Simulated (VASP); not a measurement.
# Nb (Im-3m) in VASP: notebook

Nb is run at these levels: PBE; tasks: single point.

All numbers are computed with VASP 6.6.1; they aren't measurements. Logs are shortened: lines on timing, memory, paths and dates and some standing lists are left out, and cuts for length are marked.

**1. The cell of the first run**

The structure is cubic, space group Im-3m (No. 229). The conventional cell has a = 3.310 Å, b = 3.310 Å, c = 3.310 Å, α = 90.00°, β = 90.00°, γ = 90.00°. Nb (site symmetry m-3m) has 14 Nb at 2.87 to 3.31 Å within 3.8 Å.

**2. Single point, PBE**

File INCAR:

```
SYSTEM = Nb
ALGO = Normal ; EDIFF = 1E-7
ENCUT = 520 ; GGA = PE
ISIF = 2 ; ISMEAR = -1
LASPH = .TRUE. ; LCHARG = .TRUE.
LELF = .TRUE. ; LREAL = .FALSE.
LVHAR = .TRUE. ; LWAVE = .FALSE.
NBANDS = 12 ; NELM = 80
PREC = Accurate ; SIGMA = 0.1
```

File KPOINTS:

```
k-points
0
G
  13 13 13
  0 0 0
```

File POSCAR:

```
Nb
1.0
   -1.6547957147      1.6547957147      1.6547957147
    1.6547957147     -1.6547957147      1.6547957147
    1.6547957147      1.6547957147     -1.6547957147
Nb
1
Direct
    0.0000000000      0.0000000000      0.0000000000
```

Potentials or basis: VASP PAW PBE potentials, release 64 (Nb_sv).

Command:

```sh
> cat potpaw_PBE.64/Nb_sv/POTCAR > POTCAR
> mpirun -np 1 vasp_std > vasp.out
```

OUTCAR:

```text
SYSTEM = Nb
   EDIFF = 1E-7
   ENCUT = 520
   GGA = PE
   ISIF = 2
   ISMEAR = -1
   LASPH = .TRUE.
   LREAL = .FALSE.
   NELM = 80
   PREC = Accurate

 ion  position               nearest neighbor table
   1  0.000  0.000  0.000-

  LATTYP: Found a body centered cubic cell.
 ALAT       =     3.3095914294

  Lattice vectors:

 A1 = (  -1.6547957147,   1.6547957147,   1.6547957147)
 A2 = (   1.6547957147,  -1.6547957147,   1.6547957147)
 A3 = (   1.6547957147,   1.6547957147,  -1.6547957147)

Analysis of symmetry for initial positions (statically):
=====================================================================
 Subroutine PRICEL returns:
 Original cell was already a primitive cell.

 Routine SETGRP: Setting up the symmetry group for a
 body centered cubic supercell.

 Subroutine GETGRP returns: Found 48 space group operations
 (whereof 48 operations were pure point group operations)
 out of a pool of 48 trial point group operations.

The static configuration has the point symmetry O_h .

Analysis of symmetry for dynamics (positions and initial velocities):
=====================================================================
 Subroutine PRICEL returns:
 Original cell was already a primitive cell.

 Routine SETGRP: Setting up the symmetry group for a
 body centered cubic supercell.

 Subroutine GETGRP returns: Found 48 space group operations
 (whereof 48 operations were pure point group operations)
 out of a pool of 48 trial point group operations.

The dynamic configuration has the point symmetry O_h .

 Subroutine INISYM returns: Found 48 space group operations
 (whereof 48 operations are pure point group operations),
 and found     1 'primitive' translations

----------------------------------------------------------------------------------------

                                     Primitive cell

  volume of cell :      18.1256

  direct lattice vectors                    reciprocal lattice vectors
    -1.654795715  1.654795715  1.654795715     0.000000000  0.302152100  0.302152100
     1.654795715 -1.654795715  1.654795715     0.302152100  0.000000000  0.302152100
     1.654795715  1.654795715 -1.654795715     0.302152100  0.302152100  0.000000000

  length of vectors
     2.866190254  2.866190254  2.866190254     0.427307597  0.427307597  0.427307597

  position of ions in fractional coordinates (direct lattice)
     0.000000000  0.000000000  0.000000000

  ion indices of the primitive-cell ions
   primitive index   ion index
                 1           1

----------------------------------------------------------------------------------------

 KPOINTS: k-points

Automatic generation of k-mesh.
 Grid dimensions read from file:
 generate k-points for:   13   13   13

 Generating k-lattice:

  Cartesian coordinates                     Fractional coordinates (reciprocal lattice)
     0.000000000  0.023242469  0.023242469     0.076923077  0.000000000  0.000000000
     0.023242469  0.000000000  0.023242469     0.000000000  0.076923077  0.000000000
     0.023242469  0.023242469  0.000000000     0.000000000  0.000000000  0.076923077

  Length of vectors
     0.032869815  0.032869815  0.032869815

  Shift w.r.t. Gamma in fractional coordinates (k-lattice)
     0.000000000  0.000000000  0.000000000

 Subroutine IBZKPT returns following result:
 ===========================================

 Found     84 irreducible k-points:

 Following reciprocal coordinates:
            Coordinates               Weight
  0.000000  0.000000  0.000000      1.000000
  0.076923  0.000000  0.000000     12.000000
  0.153846  0.000000  0.000000     12.000000
  0.230769  0.000000  0.000000     12.000000
  0.307692  0.000000  0.000000     12.000000
  0.384615  0.000000  0.000000     12.000000
[... 16 lines left out ...]
  0.153846  0.076923  0.076923     24.000000
  0.230769  0.076923  0.076923     24.000000
 [... further k-points ...]
   k-points           NKPTS =     84   k-points in BZ     NKDIM =     84   number of bands    NBANDS=     12
   number of dos      NEDOS =    301   number of ions     NIONS =      1
   total plane-waves  NPLWV =  13824
   dimension x,y,z NGX =    24 NGY =   24 NGZ =   24
   dimension x,y,z NGXF=    48 NGYF=   48 NGZF=   48
   ions per type =               1
   NGX,Y,Z   is equivalent  to a cutoff of  13.92, 13.92, 13.92 a.u.
   NGXF,Y,Z  is equivalent  to a cutoff of  27.84, 27.84, 27.84 a.u.
 SYSTEM =  Nb
   PREC   = accura    normal or accurate (medium, high low for compatibility)
   ISTART =      0    job   : 0-new  1-cont  2-samecut
   ICHARG =      2    charge: 1-file 2-atom 10-const
   ISPIN  =      1    spin polarized calculation?
   LNONCOLLINEAR =      F non collinear calculations
   LSORBIT =      F    spin-orbit coupling
   LASPH  =      T    aspherical Exc in radial PAW
   ENCUT  =  520.0 eV  38.22 Ry    6.18 a.u.   5.33  5.33  5.33*2*pi/ulx,y,z
   NELM   =     80;   NELMIN=  2; NELMDL= -5     # of ELM steps
   EDIFF  = 0.1E-06   stopping-criterion for ELM
   LREAL  =      F    real-space projection
   EDIFFG = 0.1E-05   stopping-criterion for IOM
   NSW    =      0    number of steps for IOM
   IBRION =     -1    ionic relax: 0-MD 1-quasi-New 2-CG
   NFREE  =      0    steps in history (QN), initial steepest desc. (CG)
   ISIF   =      2    stress and relaxation
   ISYM   =      2    0-nonsym 1-usesym 2-fastsym
   POTIM  = 0.5000    time-step for ionic-motion
   TEBEG  =    0.0;   TEEND  =   0.0 temperature during run
   PSTRESS=    0.0 pullay stress
   NELECT =      13.0000    total number of electrons
   NUPDOWN=      -1.0000    fix difference up-down
   EMIN   =  10.00;   EMAX   =-10.00  energy-range for DOS
   EFERMI =   0.00;   METHOD = LEGACY
   ISMEAR =    -1;   SIGMA  =   0.10  broadening in eV -4-tet -1-fermi 0-gaus
   EFERMI_NEDOS =   21; number of points for ismear=-14 and -15
   IALGO  =     38    algorithm
   IMIX   =      4    mixing-type and parameters
     AMIX     =   0.40;   BMIX     =  1.00
     AMIX_MAG =   1.60;   BMIX_MAG =  1.00
  volume/ion in A,a.u.               =      18.13       122.32
  Fermi-wavevector in a.u.,A,eV,Ry     =   1.465407  2.769217 29.217387  2.147417
  Thomas-Fermi vector in A             =   2.581267
   LORBIT       =      0    0 simple, 1 ext, 2 COOP (PROOUT), +10 PAW based schemes
   GGA     = PE    functional components
   LHFCALC =     F    Hartree Fock is set to
   AEXX    =    0.0000 exact exchange contribution
   IVDW    =     0    specifies the selected vdW correction
   LEPSILON=     F    determine dielectric tensor
   LRPA    =     F    only Hartree local field effects (RPA)
 non-spin polarized calculation
  energy-cutoff  :      520.00
  volume of cell :       18.13
 maximum number of plane-waves:       496
 NGX is ok and might be reduce to    24
   NGX = 11   NGY = 11   NGZ = 11

 number of electron      13.0000000 magnetization

 Free energy of the ion-electron system (eV)
  ---------------------------------------------------
  ext. energy  EPLUGINS =         0.00000000
  ---------------------------------------------------
  free energy    TOTEN  =       -10.24392991 eV

  energy without entropy =      -10.19796990  energy(sigma->0) =      -10.22094991

 E-fermi :  11.1193     XC(G=0): -12.4664

 val. band max:       11.1102817826   @ k =   0.3077   0.1538   0.1538
 cond. band min:      11.1207749946   @ k =   0.0769   0.0769   0.0000
 fundamental gap:      0.0104932120
 Fermi energy:        11.1193017231

 k-point     1 :       0.0000    0.0000    0.0000
  band No.  band energies     occupation
      1     -43.2755      2.00000
      2     -18.5867      2.00000
      3     -18.5867      2.00000
      4     -18.5867      2.00000
      5       5.1583      2.00000
      6      11.4648      0.06122
      7      11.4648      0.06122
      8      11.4648      0.06122
      9      14.3534      0.00000
     10      14.3534      0.00000
     11      25.2940      0.00000
     12      25.2940      0.00000

 k-point     2 :       0.0769    0.0000    0.0000
  band No.  band energies     occupation
      1     -43.2621      2.00000
      2     -18.6688      2.00000
      3     -18.6117      2.00000
      4     -18.5874      2.00000
      5       5.3997      2.00000
      6      11.3169      0.24341
      7      11.4267      0.08842
      8      11.6961      0.00623
      9      14.1344      0.00000
     10      14.3544      0.00000
     11      25.4877      0.00000
     12      25.7127      0.00000

 k-point     3 :       0.1538    0.0000    0.0000
  band No.  band energies     occupation
      1     -43.2247      2.00000
      2     -18.8920      2.00000
      3     -18.6802      2.00000
      4     -18.5893      2.00000
      5       6.0601      2.00000
      6      10.9361      1.72395
      7      11.2493      0.42838
      8      12.3738      0.00001
      9      13.8039      0.00000
     10      14.3789      0.00000
     11      25.8408      0.00000
     12      26.8966      0.00000

 k-point     4 :       0.2308    0.0000    0.0000
  band No.  band energies     occupation
      1     -43.1716      2.00000
      2     -19.1968      2.00000
      3     -18.7754      2.00000
      4     -18.5920      2.00000
      5       6.9066      2.00000
      6      10.4565      1.99736
      7      11.0058      1.51341
      8      13.4441      0.00000
      9      13.7918      0.00000
     10      14.4685      0.00000
     11      25.6249      0.00000
     12      27.1690      0.00000

 k-point     5 :       0.3077    0.0000    0.0000
  band No.  band energies     occupation
      1     -43.1145      2.00000
      2     -19.5092      2.00000
      3     -18.8747      2.00000
      4     -18.5950      2.00000
      5       7.4700      2.00000
      6      10.0032      1.99997
      7      11.2370      0.47102
      8      14.0555      0.00000
      9      14.6429      0.00000
     10      14.8008      0.00000
     11      24.5897      0.00000
     12      25.9232      0.00000
[... 228 lines left out ...]
      1     -43.0084      2.00000
      2     -19.6049      2.00000
      3     -19.4009      2.00000
      4     -18.7527      2.00000
      5       8.8977      2.00000
      6       9.9569      1.99998
      7      10.5451      1.99360
      8      14.5609      0.00000
      9      15.0257      0.00000
     10      20.9494      0.00000
     11      21.4133      0.00000
     12      23.0551      0.00000

 k-point    22 :       0.0769    0.0769    0.0769
  band No.  band energies     occupation
      1     -43.2028      2.00000
      2     -19.0417      2.00000
      3     -18.6450      2.00000
      4     -18.6450      2.00000
      5       6.4696      2.00000
      6      10.7662      1.94309
      7      10.7662      1.94309
      8      13.1150      0.00000
      9      14.1159      0.00000
     10      14.1159      0.00000
     11      26.2446      0.00000
     12      27.0438      0.00000

 k-point    23 :       0.1538    0.0769    0.0769
  band No.  band energies     occupation
      1     -43.1546      2.00000
      2     -19.2957      2.00000
      3     -18.7475      2.00000
      4     -18.6535      2.00000
      5       7.3198      2.00000
      6      10.2864      1.99952
      7      10.4436      1.99768
      8      14.0127      0.00000
      9      14.3693      0.00000
     10      14.4161      0.00000
     11      26.2393      0.00000
     12      26.9891      0.00000

 k-point    24 :       0.2308    0.0769    0.0769
  band No.  band energies     occupation
      1     -43.1029      2.00000
      2     -19.5381      2.00000
      3     -18.8758      2.00000
      4     -18.6627      2.00000
      5       7.9537      2.00000
      6       9.8799      1.99999
      7      10.5746      1.99142
      8      14.1683      0.00000
      9      14.6836      0.00000
     10      15.8403      0.00000
     11      25.0724      0.00000
     12      25.7476      0.00000

 [... further k-points ...]

------------------------ aborting loop because EDIFF is reached ----------------------------------------

  FORCE on cell =-STRESS in cart. coord.  units (eV):
  Direction    XX          YY          ZZ          XY          YZ          ZX
  --------------------------------------------------------------------------------------
  -------------------------------------------------------------------------------------
  Total       -0.0393817     -0.0393817     -0.0393817     -0.0000000      0.0000000     -0.0000000
  in kB       -3.4810592     -3.4810592     -3.4810592     -0.0000000      0.0000000     -0.0000000
  external PRESSURE =      -3.4810592 kB  Pullay stress =       0.0000000 kB

 VOLUME and BASIS-vectors are now :
 -----------------------------------------------------------------------------
  energy-cutoff  :      520.00
  volume of cell :       18.13
      direct lattice vectors                 reciprocal lattice vectors
    -1.654795715  1.654795715  1.654795715     0.000000000  0.302152100  0.302152100
     1.654795715 -1.654795715  1.654795715     0.302152100  0.000000000  0.302152100
     1.654795715  1.654795715 -1.654795715     0.302152100  0.302152100  0.000000000

 POSITION                                       TOTAL-FORCE (eV/Angst)
 -----------------------------------------------------------------------------------
      0.00000      0.00000      0.00000         0.000000      0.000000      0.000000
 -----------------------------------------------------------------------------------
    total drift:                               -0.000000      0.000000     -0.000000

  FREE ENERGIE OF THE ION-ELECTRON SYSTEM (eV)
  ---------------------------------------------------
  free  energy   TOTEN  =       -10.2439299102 eV

  energy  without entropy=      -10.1979698998  energy(sigma->0) =      -10.22094991
```

Wall time 8.6 s (1 thread of Intel Xeon 6975P-C, shared host); peak memory 0.15 GiB.

What came out:

| Quantity | Value |
| --- | --- |
| Free energy | -10.2439 eV |
| Pressure | -0.3 GPa |

**3. Single point, PBE**

File INCAR:

```
  PREC = Accurate
  ENCUT = 520
  EDIFF = 1E-6
  ISMEAR = -1
  SIGMA = 0.1
  LREAL = False
  LASPH = True
  NELM = 60
  ALGO = Normal
  ISIF = 2
  LWAVE = False
  LCHARG = False
  GGA = PE
  NBANDS = 12
```

File KPOINTS:

```
Automatic mesh
0
Gamma
  13 13 13
```

POSCAR is that of step 2.

Potentials or basis: VASP PAW PBE potentials, release 64 (Nb_sv).

Command:

```sh
> cat potpaw_PBE.64/Nb_sv/POTCAR > POTCAR
> mpirun -np 1 vasp_std > vasp.out
```

It took 8 s on 1 thread of Intel Xeon 6975P-C, shared host; peak memory 0.15 GiB.

The run converged. Its results:

| Quantity | Value |
| --- | --- |
| Free energy | -10.2439 eV |
| Pressure | -0.4 GPa |

Levels at points of the mesh, in eV from the Fermi level:
| k point | band 3 | band 4 | band 5 | band 6 | band 7 | band 8 | band 9 | band 10 |
| --- | --- | --- | --- | --- | --- | --- | --- | --- |
| (0.00, 0.00, 0.00) | -29.71 | -29.71 | -5.96 | 0.35 | 0.35 | 0.35 | 3.23 | 3.23 |
